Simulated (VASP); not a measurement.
# Nb3O (Pm-3n) in VASP: notebook

Runs on Nb3O. Level: PBEsol. Tasks: single point.

Program: VASP 6.6.1. These are calculated values, not measurements. Logs are shortened: lines on timing, memory, paths and dates and some standing lists are left out, and cuts for length are marked.

## (1) The cell of the first run

Symmetry: Pm-3n, No. 223, cubic system. The conventional cell has a = 4.914 Å, b = 4.914 Å, c = 4.914 Å, α = 90.00°, β = 90.00°, γ = 90.00°. Within 3.2 Å of Nb (site symmetry -4m2) lie 10 Nb at 2.46 to 3.01 Å and 4 O at 2.75 Å. Within 3.6 Å of O (site symmetry m-3) lie 12 Nb at 2.75 Å.

## (2) Single point, PBEsol

The input, INCAR:

```
PREC = Accurate
ENCUT = 520
EDIFF = 1E-6
ISMEAR = -1
SIGMA = 0.15
LREAL = False
LASPH = True
NELM = 80
ALGO = Normal
ISIF = 2
LWAVE = False
LCHARG = True
GGA = PS
LELF = True
LVHAR = True
NBANDS = 55
```

The input, KPOINTS:

```
Automatic mesh
0
Gamma
  8 8 8
```

The input, POSCAR:

```
Nb3O
1.0
    4.9139558905      0.0000000000      0.0000000000
    0.0000000000      4.9139558905      0.0000000000
    0.0000000000      0.0000000000      4.9139558905
Nb O
6 2
Direct
    0.2500000000      0.0000000000      0.5000000000
    0.5000000000      0.7500000000      0.0000000000
    0.7500000000      0.0000000000      0.5000000000
    0.5000000000      0.2500000000      0.0000000000
    0.0000000000      0.5000000000      0.7500000000
    0.0000000000      0.5000000000      0.2500000000
    0.0000000000      0.0000000000      0.0000000000
    0.5000000000      0.5000000000      0.5000000000
```

Potentials or basis: VASP PAW PBE potentials, release 64 (Nb_sv, O).

Command:

```
> cat potpaw_PBE.64/Nb_sv/POTCAR potpaw_PBE.64/O/POTCAR > POTCAR
> mpirun -np 1 vasp_std > vasp.out
```

OUTCAR:

```text
PREC = Accurate
   ENCUT = 520
   EDIFF = 1E-6
   ISMEAR = -1
   LREAL = False
   LASPH = True
   NELM = 80
   ISIF = 2
   GGA = PS

 ion  position               nearest neighbor table
   1  0.250  0.000  0.500-   3 2.46   3 2.46   4 3.01   5 3.01   6 3.01   2 3.01   4 3.01   5 3.01
                             6 3.01   2 3.01
   2  0.500  0.750  0.000-   4 2.46   4 2.46   1 3.01   5 3.01   6 3.01   1 3.01   3 3.01   3 3.01
                             5 3.01   6 3.01
   3  0.750  0.000  0.500-   1 2.46   1 2.46   4 3.01   5 3.01   6 3.01   2 3.01   4 3.01   5 3.01
                             6 3.01   2 3.01
   4  0.500  0.250  0.000-   2 2.46   2 2.46   3 3.01   5 3.01   6 3.01   1 3.01   3 3.01   1 3.01
                             5 3.01   6 3.01
   5  0.000  0.500  0.750-   6 2.46   6 2.46   3 3.01   4 3.01   1 3.01   2 3.01   1 3.01   3 3.01
                             2 3.01   4 3.01
   6  0.000  0.500  0.250-   5 2.46   5 2.46   3 3.01   4 3.01   1 3.01   2 3.01   1 3.01   3 3.01
                             2 3.01   4 3.01
   7  0.000  0.000  0.000-
   8  0.500  0.500  0.500-

  LATTYP: Found a simple cubic cell.
 ALAT       =     4.9139558905

  Lattice vectors:

 A1 = (   4.9139558905,   0.0000000000,   0.0000000000)
 A2 = (   0.0000000000,   4.9139558905,   0.0000000000)
 A3 = (   0.0000000000,   0.0000000000,   4.9139558905)

Analysis of symmetry for initial positions (statically):
=====================================================================
 Subroutine PRICEL returns:
 Original cell was already a primitive cell.

 Routine SETGRP: Setting up the symmetry group for a
 simple cubic supercell.

 Subroutine GETGRP returns: Found 48 space group operations
 (whereof 24 operations were pure point group operations)
 out of a pool of 48 trial point group operations.

The static configuration has the point symmetry T_h .
 The point group associated with its full space group is O_h .

Analysis of symmetry for dynamics (positions and initial velocities):
=====================================================================
 Subroutine PRICEL returns:
 Original cell was already a primitive cell.

 Routine SETGRP: Setting up the symmetry group for a
 simple cubic supercell.

 Subroutine GETGRP returns: Found 48 space group operations
 (whereof 24 operations were pure point group operations)
 out of a pool of 48 trial point group operations.

The dynamic configuration has the point symmetry T_h .
 The point group associated with its full space group is O_h .

 Subroutine INISYM returns: Found 48 space group operations
 (whereof 24 operations are pure point group operations),
 and found     1 'primitive' translations

----------------------------------------------------------------------------------------

                                     Primitive cell

  volume of cell :     118.6571

  direct lattice vectors                    reciprocal lattice vectors
     4.913955890  0.000000000  0.000000000     0.203502030  0.000000000  0.000000000
     0.000000000  4.913955890  0.000000000     0.000000000  0.203502030  0.000000000
     0.000000000  0.000000000  4.913955890     0.000000000  0.000000000  0.203502030

  length of vectors
     4.913955890  4.913955890  4.913955890     0.203502030  0.203502030  0.203502030

  position of ions in fractional coordinates (direct lattice)
     0.250000000  0.000000000  0.500000000
     0.500000000  0.750000000  0.000000000
     0.750000000  0.000000000  0.500000000
     0.500000000  0.250000000  0.000000000
     0.000000000  0.500000000  0.750000000
     0.000000000  0.500000000  0.250000000
     0.000000000  0.000000000  0.000000000
     0.500000000  0.500000000  0.500000000

  ion indices of the primitive-cell ions
   primitive index   ion index
                 1           1
                 2           2
                 3           3
                 4           4
                 5           5
                 6           6
                 7           7
                 8           8

----------------------------------------------------------------------------------------

 KPOINTS: Automatic mesh

Automatic generation of k-mesh.
 Grid dimensions read from file:
 generate k-points for:    8    8    8

 Generating k-lattice:

  Cartesian coordinates                     Fractional coordinates (reciprocal lattice)
     0.025437754  0.000000000  0.000000000     0.125000000  0.000000000  0.000000000
     0.000000000  0.025437754  0.000000000     0.000000000  0.125000000  0.000000000
     0.000000000  0.000000000  0.025437754     0.000000000  0.000000000  0.125000000

  Length of vectors
     0.025437754  0.025437754  0.025437754

  Shift w.r.t. Gamma in fractional coordinates (k-lattice)
     0.000000000  0.000000000  0.000000000

 Subroutine IBZKPT returns following result:
 ===========================================

 Found     35 irreducible k-points:

 Following reciprocal coordinates:
            Coordinates               Weight
  0.000000  0.000000  0.000000      1.000000
  0.125000  0.000000  0.000000      6.000000
  0.250000  0.000000  0.000000      6.000000
  0.375000  0.000000  0.000000      6.000000
  0.500000  0.000000  0.000000      3.000000
  0.125000  0.125000  0.000000     12.000000
[... 16 lines left out ...]
  0.375000  0.375000  0.125000     24.000000
  0.500000  0.375000  0.125000     24.000000
 [... further k-points ...]
   k-points           NKPTS =     35   k-points in BZ     NKDIM =     35   number of bands    NBANDS=     55
   number of dos      NEDOS =    301   number of ions     NIONS =      8
   total plane-waves  NPLWV =  64000
   dimension x,y,z NGX =    40 NGY =   40 NGZ =   40
   dimension x,y,z NGXF=    80 NGYF=   80 NGZF=   80
   ions per type =               6   2
   NGX,Y,Z   is equivalent  to a cutoff of  13.53, 13.53, 13.53 a.u.
   NGXF,Y,Z  is equivalent  to a cutoff of  27.07, 27.07, 27.07 a.u.
 SYSTEM =  unknown system
   PREC   = accura    normal or accurate (medium, high low for compatibility)
   ISTART =      0    job   : 0-new  1-cont  2-samecut
   ICHARG =      2    charge: 1-file 2-atom 10-const
   ISPIN  =      1    spin polarized calculation?
   LNONCOLLINEAR =      F non collinear calculations
   LSORBIT =      F    spin-orbit coupling
   LASPH  =      T    aspherical Exc in radial PAW
   ENCUT  =  520.0 eV  38.22 Ry    6.18 a.u.   9.14  9.14  9.14*2*pi/ulx,y,z
   NELM   =     80;   NELMIN=  2; NELMDL= -5     # of ELM steps
   EDIFF  = 0.1E-05   stopping-criterion for ELM
   LREAL  =      F    real-space projection
   EDIFFG = 0.1E-04   stopping-criterion for IOM
   NSW    =      0    number of steps for IOM
   IBRION =     -1    ionic relax: 0-MD 1-quasi-New 2-CG
   NFREE  =      0    steps in history (QN), initial steepest desc. (CG)
   ISIF   =      2    stress and relaxation
   ISYM   =      2    0-nonsym 1-usesym 2-fastsym
   POTIM  = 0.5000    time-step for ionic-motion
   TEBEG  =    0.0;   TEEND  =   0.0 temperature during run
   PSTRESS=    0.0 pullay stress
   NELECT =      90.0000    total number of electrons
   NUPDOWN=      -1.0000    fix difference up-down
   EMIN   =  10.00;   EMAX   =-10.00  energy-range for DOS
   EFERMI =   0.00;   METHOD = LEGACY
   ISMEAR =    -1;   SIGMA  =   0.15  broadening in eV -4-tet -1-fermi 0-gaus
   EFERMI_NEDOS =   21; number of points for ismear=-14 and -15
   IALGO  =     38    algorithm
   IMIX   =      4    mixing-type and parameters
     AMIX     =   0.40;   BMIX     =  1.00
     AMIX_MAG =   1.60;   BMIX_MAG =  1.00
  volume/ion in A,a.u.               =      14.83       100.09
  Fermi-wavevector in a.u.,A,eV,Ry     =   1.492993  2.821348 30.327765  2.229028
  Thomas-Fermi vector in A             =   2.605450
   LORBIT       =      0    0 simple, 1 ext, 2 COOP (PROOUT), +10 PAW based schemes
   GGA     = PS    functional components
   LHFCALC =     F    Hartree Fock is set to
   AEXX    =    0.0000 exact exchange contribution
   IVDW    =     0    specifies the selected vdW correction
   LEPSILON=     F    determine dielectric tensor
   LRPA    =     F    only Hartree local field effects (RPA)
 non-spin polarized calculation
  energy-cutoff  :      520.00
  volume of cell :      118.66
 maximum number of plane-waves:      3218
 NGX is ok and might be reduce to    40
   NGX = 19   NGY = 19   NGZ = 19

 number of electron      89.9999990 magnetization

 Free energy of the ion-electron system (eV)
  ---------------------------------------------------
  ext. energy  EPLUGINS =         0.00000000
  ---------------------------------------------------
  free energy    TOTEN  =       -75.11117986 eV

  energy without entropy =      -74.76367852  energy(sigma->0) =      -74.93742919

 E-fermi :  11.2767     XC(G=0): -12.7288

 val. band max:       11.2191157879   @ k =   0.5000   0.5000   0.0000
 cond. band min:      11.2838090220   @ k =   0.3750   0.3750   0.0000
 fundamental gap:      0.0646932341
 Fermi energy:        11.2766808852

 k-point     1 :       0.0000    0.0000    0.0000
  band No.  band energies     occupation
      1     -43.6393      2.00000
      2     -43.4608      2.00000
      3     -43.4608      2.00000
      4     -43.0066      2.00000
      5     -43.0066      2.00000
      6     -43.0066      2.00000
[... 47 lines left out ...]
     54      14.3010      0.00000
     55      14.3014      0.00000

 k-point     2 :       0.1250    0.0000    0.0000
  band No.  band energies     occupation
      1     -43.6291      2.00000
      2     -43.4660      2.00000
      3     -43.4480      2.00000
      4     -43.0267      2.00000
      5     -43.0066      2.00000
      6     -43.0066      2.00000
[... 47 lines left out ...]
     54      14.2170      0.00000
     55      14.2422      0.00000
[... 1216 lines left out ...]
     54      13.7359      0.00000
     55      13.9552      0.00000

 k-point    24 :       0.5000    0.3750    0.1250
  band No.  band energies     occupation
      1     -43.5045      2.00000
      2     -43.3880      2.00000
      3     -43.2691      2.00000
      4     -43.2615      2.00000
      5     -43.1614      2.00000
      6     -43.0271      2.00000
[... 47 lines left out ...]
     54      13.1258      0.00001
     55      13.9497      0.00000

 [... further k-points ...]

------------------------ aborting loop because EDIFF is reached ----------------------------------------

  FORCE on cell =-STRESS in cart. coord.  units (eV):
  Direction    XX          YY          ZZ          XY          YZ          ZX
  --------------------------------------------------------------------------------------
  -------------------------------------------------------------------------------------
  Total       -0.0998317     -0.0998317     -0.0998317      0.0000000     -0.0000000      0.0000000
  in kB       -1.3479850     -1.3479850     -1.3479850      0.0000000     -0.0000000      0.0000000
  external PRESSURE =      -1.3479850 kB  Pullay stress =       0.0000000 kB

 VOLUME and BASIS-vectors are now :
 -----------------------------------------------------------------------------
  energy-cutoff  :      520.00
  volume of cell :      118.66
      direct lattice vectors                 reciprocal lattice vectors
     4.913955890  0.000000000  0.000000000     0.203502030  0.000000000  0.000000000
     0.000000000  4.913955890  0.000000000     0.000000000  0.203502030  0.000000000
     0.000000000  0.000000000  4.913955890     0.000000000  0.000000000  0.203502030

 POSITION                                       TOTAL-FORCE (eV/Angst)
 -----------------------------------------------------------------------------------
      1.22849      0.00000      2.45698        -0.000000      0.000000      0.000000
      2.45698      3.68547      0.00000        -0.000000     -0.000000      0.000000
      3.68547      0.00000      2.45698         0.000000      0.000000     -0.000000
      2.45698      1.22849      0.00000        -0.000000      0.000000     -0.000000
      0.00000      2.45698      3.68547         0.000000      0.000000      0.000000
      0.00000      2.45698      1.22849        -0.000000     -0.000000     -0.000000
      0.00000      0.00000      0.00000         0.000000     -0.000000     -0.000000
      2.45698      2.45698      2.45698         0.000000     -0.000000     -0.000000
 -----------------------------------------------------------------------------------
    total drift:                                0.000000     -0.000000      0.000000

  FREE ENERGIE OF THE ION-ELECTRON SYSTEM (eV)
  ---------------------------------------------------
  free  energy   TOTEN  =       -75.1111798551 eV

  energy  without entropy=      -74.7636785188  energy(sigma->0) =      -74.93742919
```

Wall time 12 min (1 thread of Intel Xeon 8259CL, shared host); peak memory 0.3 GiB.

What came out:

- Free energy: -75.1112 eV
- Pressure: -0.1 GPa
- Band gap on the k mesh: zero (bands 45 and 46 overlap by 0.46 eV)

Caveat: the PAW data sets were made with another functional, which shifts forces and pressure a little.

(Part 1 of 2 ends here.)

The gap in the log of VASP goes by the Fermi energy; the results here count the filled bands.